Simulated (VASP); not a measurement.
# Ga3Mo (I4/mmm) in VASP: further runs

Runs on Ga3Mo. Level: PBE. Tasks: single point, relaxation of cell and atoms.

Program: VASP 6.6.1. These are calculated values, not measurements. Logs are shortened: lines on timing, memory, paths and dates and some standing lists are left out, and cuts for length are marked.

### 1 The cell of the first run

Symmetry: I4/mmm, No. 139, tetragonal system. Conventional cell: a = 3.799 Å, b = 3.799 Å, c = 8.560 Å, α = 90.00°, β = 90.00°, γ = 90.00°. Within 3.5 Å of Ga (site symmetry -4m2) lie 8 Ga at 2.69 to 2.86 Å and 4 Mo at 2.86 Å. Ga (site symmetry 4/mmm) has 4 Mo at 2.69 Å and 8 Ga at 2.86 Å within 3.5 Å. Mo (site symmetry 4/mmm) has 12 Ga at 2.69 to 2.86 Å within 3.5 Å.

### 2 Single point, PBE

INCAR reads:

```
SYSTEM = Ga3Mo
PREC = Accurate
ENCUT = 520
EDIFF = 1E-6
ISMEAR = 0
SIGMA = 0.2
LREAL = .False.
LASPH = .True.
NELM = 100
ALGO = Fast
ISIF = 2
LWAVE = .False.
LCHARG = .False.
GGA = PE
NBANDS = 34
```

KPOINTS reads:

```
Automatic mesh
0
Gamma
  7 7 7
  0 0 0
```

POSCAR reads:

```
Ga3Mo
1.0
   -1.8994211136      1.8994211136      4.2799548906
    1.8994211136     -1.8994211136      4.2799548906
    1.8994211136      1.8994211136     -4.2799548906
Ga Mo
3 1
Direct
    0.7500000000      0.2500000000      0.5000000000
    0.2500000000      0.7500000000      0.5000000000
    0.5000000000      0.5000000000      0.0000000000
    0.0000000000      0.0000000000      0.0000000000
```

Potentials or basis: VASP PAW PBE potentials, release 64 (Ga_d, Mo_sv).

The run is started by

```sh
$ cat potpaw_PBE.64/Ga_d/POTCAR potpaw_PBE.64/Mo_sv/POTCAR > POTCAR
$ mpirun -np 1 vasp_std > vasp.out
```

OUTCAR:

```text
SYSTEM = Ga3Mo
   PREC = Accurate
   ENCUT = 520
   EDIFF = 1E-6
   ISMEAR = 0
   LREAL = .False.
   LASPH = .True.
   NELM = 100
   ISIF = 2
   GGA = PE

 ion  position               nearest neighbor table
   1  0.750  0.250  0.500-   2 2.69   2 2.69   2 2.69   2 2.69   4 2.86   3 2.86   4 2.86   4 2.86
                             3 2.86   3 2.86   4 2.86   3 2.86
   2  0.250  0.750  0.500-   1 2.69   1 2.69   1 2.69   1 2.69   4 2.86   3 2.86   4 2.86   3 2.86
                             4 2.86   4 2.86   3 2.86   3 2.86
   3  0.500  0.500  0.000-   4 2.69   4 2.69   4 2.69   4 2.69   2 2.86   1 2.86   2 2.86   1 2.86
                             2 2.86   2 2.86   1 2.86   1 2.86
   4  0.000  0.000  0.000-   3 2.69   3 2.69   3 2.69   3 2.69   2 2.86   1 2.86   2 2.86   2 2.86
                             1 2.86   1 2.86   2 2.86   1 2.86

  LATTYP: Found a body centered tetragonal cell.
 ALAT       =     3.7988422272
 C/A-ratio  =     2.2532943642

  Lattice vectors:

 A1 = (  -1.8994211136,   1.8994211136,   4.2799548906)
 A2 = (   1.8994211136,  -1.8994211136,   4.2799548906)
 A3 = (   1.8994211136,   1.8994211136,  -4.2799548906)

Analysis of symmetry for initial positions (statically):
=====================================================================
 Subroutine PRICEL returns:
 Original cell was already a primitive cell.

 Routine SETGRP: Setting up the symmetry group for a
 body centered tetragonal supercell.

 Subroutine GETGRP returns: Found 16 space group operations
 (whereof 16 operations were pure point group operations)
 out of a pool of 16 trial point group operations.

The static configuration has the point symmetry D_4h.

Analysis of symmetry for dynamics (positions and initial velocities):
=====================================================================
 Subroutine PRICEL returns:
 Original cell was already a primitive cell.

 Routine SETGRP: Setting up the symmetry group for a
 body centered tetragonal supercell.

 Subroutine GETGRP returns: Found 16 space group operations
 (whereof 16 operations were pure point group operations)
 out of a pool of 16 trial point group operations.

The dynamic configuration has the point symmetry D_4h.

 Subroutine INISYM returns: Found 16 space group operations
 (whereof 16 operations are pure point group operations),
 and found     1 'primitive' translations

----------------------------------------------------------------------------------------

                                     Primitive cell

  volume of cell :      61.7649

  direct lattice vectors                    reciprocal lattice vectors
    -1.899421114  1.899421114  4.279954891     0.000000000  0.263238097  0.116823661
     1.899421114 -1.899421114  4.279954891     0.263238097  0.000000000  0.116823661
     1.899421114  1.899421114 -4.279954891     0.263238097  0.263238097  0.000000000

  length of vectors
     5.053079754  5.053079754  5.053079754     0.287996638  0.287996638  0.372274887

  position of ions in fractional coordinates (direct lattice)
     0.750000000  0.250000000  0.500000000
     0.250000000  0.750000000  0.500000000
     0.500000000  0.500000000  0.000000000
     0.000000000  0.000000000  0.000000000

  ion indices of the primitive-cell ions
   primitive index   ion index
                 1           1
                 2           2
                 3           3
                 4           4

----------------------------------------------------------------------------------------

 KPOINTS: Automatic mesh

Automatic generation of k-mesh.
 Grid dimensions read from file:
 generate k-points for:    7    7    7

 Generating k-lattice:

  Cartesian coordinates                     Fractional coordinates (reciprocal lattice)
     0.000000000  0.037605442  0.016689094     0.142857143  0.000000000  0.000000000
     0.037605442  0.000000000  0.016689094     0.000000000  0.142857143  0.000000000
     0.037605442  0.037605442  0.000000000     0.000000000  0.000000000  0.142857143

  Length of vectors
     0.041142377  0.041142377  0.053182127

  Shift w.r.t. Gamma in fractional coordinates (k-lattice)
     0.000000000  0.000000000  0.000000000

 Subroutine IBZKPT returns following result:
 ===========================================

 Found     40 irreducible k-points:

 Following reciprocal coordinates:
            Coordinates               Weight
  0.000000  0.000000  0.000000      1.000000
  0.142857  0.000000 -0.000000      8.000000
  0.285714  0.000000 -0.000000      8.000000
  0.428571  0.000000 -0.000000      8.000000
  0.142857  0.142857 -0.000000      8.000000
  0.285714  0.142857 -0.000000     16.000000
[... 16 lines left out ...]
 -0.142857  0.285714  0.142857      8.000000
 -0.428571  0.428571  0.142857      8.000000
 [... further k-points ...]
   k-points           NKPTS =     40   k-points in BZ     NKDIM =     40   number of bands    NBANDS=     34
   number of dos      NEDOS =    301   number of ions     NIONS =      4
   total plane-waves  NPLWV =  64000
   dimension x,y,z NGX =    40 NGY =   40 NGZ =   40
   dimension x,y,z NGXF=    80 NGYF=   80 NGZF=   80
   ions per type =               3   1
   NGX,Y,Z   is equivalent  to a cutoff of  13.16, 13.16, 13.16 a.u.
   NGXF,Y,Z  is equivalent  to a cutoff of  26.32, 26.32, 26.32 a.u.
 SYSTEM =  Ga3Mo
   PREC   = accura    normal or accurate (medium, high low for compatibility)
   ISTART =      0    job   : 0-new  1-cont  2-samecut
   ICHARG =      2    charge: 1-file 2-atom 10-const
   ISPIN  =      1    spin polarized calculation?
   LNONCOLLINEAR =      F non collinear calculations
   LSORBIT =      F    spin-orbit coupling
   LASPH  =      T    aspherical Exc in radial PAW
   ENCUT  =  520.0 eV  38.22 Ry    6.18 a.u.   9.40  9.40  9.40*2*pi/ulx,y,z
   NELM   =    100;   NELMIN=  2; NELMDL= -5     # of ELM steps
   EDIFF  = 0.1E-05   stopping-criterion for ELM
   LREAL  =      F    real-space projection
   EDIFFG = 0.1E-04   stopping-criterion for IOM
   NSW    =      0    number of steps for IOM
   IBRION =     -1    ionic relax: 0-MD 1-quasi-New 2-CG
   NFREE  =      0    steps in history (QN), initial steepest desc. (CG)
   ISIF   =      2    stress and relaxation
   ISYM   =      2    0-nonsym 1-usesym 2-fastsym
   POTIM  = 0.5000    time-step for ionic-motion
   TEBEG  =    0.0;   TEEND  =   0.0 temperature during run
   PSTRESS=    0.0 pullay stress
   NELECT =      53.0000    total number of electrons
   NUPDOWN=      -1.0000    fix difference up-down
   EMIN   =  10.00;   EMAX   =-10.00  energy-range for DOS
   EFERMI =   0.00;   METHOD = LEGACY
   ISMEAR =     0;   SIGMA  =   0.20  broadening in eV -4-tet -1-fermi 0-gaus
   EFERMI_NEDOS =   21; number of points for ismear=-14 and -15
   IALGO  =     68    algorithm
   IMIX   =      4    mixing-type and parameters
     AMIX     =   0.40;   BMIX     =  1.00
     AMIX_MAG =   1.60;   BMIX_MAG =  1.00
  volume/ion in A,a.u.               =      15.44       104.20
  Fermi-wavevector in a.u.,A,eV,Ry     =   1.555677  2.939804 32.927899  2.420132
  Thomas-Fermi vector in A             =   2.659584
   LORBIT       =      0    0 simple, 1 ext, 2 COOP (PROOUT), +10 PAW based schemes
   GGA     = PE    functional components
   LHFCALC =     F    Hartree Fock is set to
   AEXX    =    0.0000 exact exchange contribution
   IVDW    =     0    specifies the selected vdW correction
   LEPSILON=     F    determine dielectric tensor
   LRPA    =     F    only Hartree local field effects (RPA)
 non-spin polarized calculation
 RMM-DIIS sequential band-by-band and
 Gauss-broadening in eV      SIGMA  =   0.20
  energy-cutoff  :      520.00
  volume of cell :       61.76
 maximum number of plane-waves:      1676
 NGX is ok and might be reduce to    40
   NGX = 19   NGY = 19   NGZ = 19

 number of electron      53.0000000 magnetization

 Free energy of the ion-electron system (eV)
  ---------------------------------------------------
  ext. energy  EPLUGINS =         0.00000000
  ---------------------------------------------------
  free energy    TOTEN  =       -19.84707681 eV

  energy without entropy =      -19.78141762  energy(sigma->0) =      -19.81424722

 E-fermi :   9.2593     XC(G=0): -12.4210

 val. band max:        9.2579274605   @ k =   0.2857   0.2857   0.1429
 cond. band min:       9.2636559290   @ k =  -0.1429  -0.2857   0.1429
 fundamental gap:      0.0057284685
 Fermi energy:         9.2592918104

 k-point     1 :       0.0000    0.0000    0.0000
  band No.  band energies     occupation
      1     -51.9071      2.00000
      2     -26.0645      2.00000
      3     -26.0645      2.00000
      4     -25.9716      2.00000
      5      -6.5948      2.00000
      6      -6.4644      2.00000
[... 26 lines left out ...]
     33      12.4450      0.00000
     34      14.8402      0.00000

 k-point     2 :       0.1429    0.0000   -0.0000
  band No.  band energies     occupation
      1     -51.9067      2.00000
      2     -26.0727      2.00000
      3     -26.0642      2.00000
      4     -25.9712      2.00000
      5      -6.5638      2.00000
      6      -6.4611      2.00000
[... 26 lines left out ...]
     33      14.2418      0.00000
     34      15.5793      0.00000

 k-point     3 :       0.2857    0.0000   -0.0000
  band No.  band energies     occupation
      1     -51.9060      2.00000
      2     -26.0911      2.00000
      3     -26.0634      2.00000
      4     -25.9705      2.00000
      5      -6.4766      2.00000
      6      -6.4386      2.00000
[... 26 lines left out ...]
     33      14.5060      0.00000
     34      15.1067      0.00000
[... 704 lines left out ...]
 k-point    23 :      -0.1429    0.2857    0.1429
  band No.  band energies     occupation
      1     -51.9055      2.00000
      2     -26.1057      2.00000
      3     -26.0628      2.00000
      4     -25.9695      2.00000
      5      -6.3949      2.00000
      6      -6.3810      2.00000
[... 26 lines left out ...]
     33      14.0470      0.00000
     34      15.7804      0.00000

 k-point    24 :      -0.4286    0.4286    0.1429
  band No.  band energies     occupation
      1     -51.9044      2.00000
      2     -26.1017      2.00000
      3     -26.0864      2.00000
      4     -25.9678      2.00000
      5      -6.4409      2.00000
      6      -6.4142      2.00000
[... 26 lines left out ...]
     33      15.4596      0.00000
     34      15.5508      0.00000

 [... further k-points ...]
[... 5 lines left out ...]
  --------------------------------------------------------------------------------------
  -------------------------------------------------------------------------------------
  Total        0.0991139      0.0991139      0.1254316      0.0000000      0.0000000      0.0000000
  in kB        2.5710070      2.5710070      3.2536881      0.0000000      0.0000000      0.0000000
  external PRESSURE =       2.7985673 kB  Pullay stress =       0.0000000 kB

 VOLUME and BASIS-vectors are now :
 -----------------------------------------------------------------------------
  energy-cutoff  :      520.00
  volume of cell :       61.76
      direct lattice vectors                 reciprocal lattice vectors
    -1.899421114  1.899421114  4.279954891     0.000000000  0.263238097  0.116823661
     1.899421114 -1.899421114  4.279954891     0.263238097  0.000000000  0.116823661
     1.899421114  1.899421114 -4.279954891     0.263238097  0.263238097  0.000000000

 POSITION                                       TOTAL-FORCE (eV/Angst)
 -----------------------------------------------------------------------------------
     -0.00000      1.89942      2.13998         0.000000      0.000000      0.000000
      1.89942     -0.00000      2.13998        -0.000000      0.000000      0.000000
      0.00000      0.00000      4.27995         0.000000     -0.000000     -0.000000
      0.00000      0.00000      0.00000         0.000000     -0.000000     -0.000000
 -----------------------------------------------------------------------------------
    total drift:                               -0.000000     -0.000000      0.000000

  FREE ENERGIE OF THE ION-ELECTRON SYSTEM (eV)
  ---------------------------------------------------
  free  energy   TOTEN  =       -19.8470768114 eV

  energy  without entropy=      -19.7814176222  energy(sigma->0) =      -19.81424722
```

Wall time 98 s (1 thread of AMD EPYC 9R45 (Zen 5), shared host); peak memory 0.24 GiB.

Results:

```
Free energy            : -19.8471 eV
Pressure               : 0.3 GPa
Band gap on the k mesh : zero (an odd number of electrons rules out a gap without spin polarisation)
```

### 3 Relaxation of cell and atoms, PBE

This run uses another cell than the first one, of 17.50 Å³/atom.

INCAR reads:

```
PREC = Accurate
ENCUT = 600
EDIFF = 1E-6
ISMEAR = 0
SIGMA = 0.2
LREAL = F
LASPH = T
NELM = 100
ALGO = Fast
ISIF = 3
LWAVE = F
LCHARG = F
GGA = PE
IBRION = 2
NSW = 36
EDIFFG = -0.08
```

KPOINTS reads:

```
regular mesh
0
Gamma
  7 7 7
```

POSCAR reads:

```
Ga3Mo
1.0
   -1.9875000000      1.9875000000      4.4300000000
    1.9875000000     -1.9875000000      4.4300000000
    1.9875000000      1.9875000000     -4.4300000000
Ga Mo
3 1
Direct
    0.7500000000      0.2500000000      0.5000000000
    0.2500000000      0.7500000000      0.5000000000
    0.5000000000      0.5000000000      0.0000000000
    0.0000000000      0.0000000000      0.0000000000
```

Potentials or basis: VASP PAW PBE potentials, release 64 (Ga_d, Mo_sv).

The run is started by

```sh
$ cat potpaw_PBE.64/Ga_d/POTCAR potpaw_PBE.64/Mo_sv/POTCAR > POTCAR
$ mpirun -np 1 vasp_std > vasp.out
```

Run time: 6 min. Hardware: 1 thread of AMD EPYC 9R45 (Zen 5), shared host; peak memory 0.29 GiB.

Results (log left out):

* Free energy: -19.8500 eV
* Relaxed volume: 15.47 Å³/atom
* Relaxed cell: a = 5.045 Å, b = 5.045 Å, c = 5.045 Å, α = 135.65°, β = 135.65°, γ = 64.53°
* Space group after relaxing (to 0.1 Å): I4/mmm (No. 139)
* Energy gained by relaxing: 86.1 meV/atom
* Ionic steps: 3
* Pressure after relaxing: -0.1 GPa
* Band gap on the k mesh: zero (an odd number of electrons rules out a gap without spin polarisation)

Stress tensor (GPa, compression positive):
```
-0.32  0.00  0.00
 0.00 -0.32  0.00
 0.00  0.00  0.48
```

The path:
| step | energy change (eV) | largest force (eV/Å) | pressure (GPa) | volume (Å³) |
| --- | --- | --- | --- | --- |
| 1 | 0.0000 | 0.0000 | -11.91 | 70.00 |
| 2 | -0.2093 | 0.0000 | 10.97 | 57.63 |
| 3 | -0.3443 | 0.0000 | -0.05 | 61.89 |

Final structure:
```yaml
crystal:
  lattice:
    - [-1.90435, 1.90435, 4.26612]
    - [1.90435, -1.90435, 4.26612]
    - [1.90435, 1.90435, -4.26612]
  atoms:
    - { symbol: Ga, position: [0.75000, 0.25000, 0.50000] }
    - { symbol: Ga, position: [0.25000, 0.75000, 0.50000] }
    - { symbol: Ga, position: [0.50000, 0.50000, 0.00000] }
    - { symbol: Mo, position: [0.00000, 0.00000, 0.00000] }
```

Levels at points of the mesh, in eV from the Fermi level:
| k point | band 23 | band 24 | band 25 | band 26 | band 27 | band 28 | band 29 | band 30 |
| --- | --- | --- | --- | --- | --- | --- | --- | --- |
| (0.00, 0.00, 0.00) | -3.14 | -2.91 | -2.91 | -0.61 | -0.54 | 1.35 | 1.35 | 2.59 |
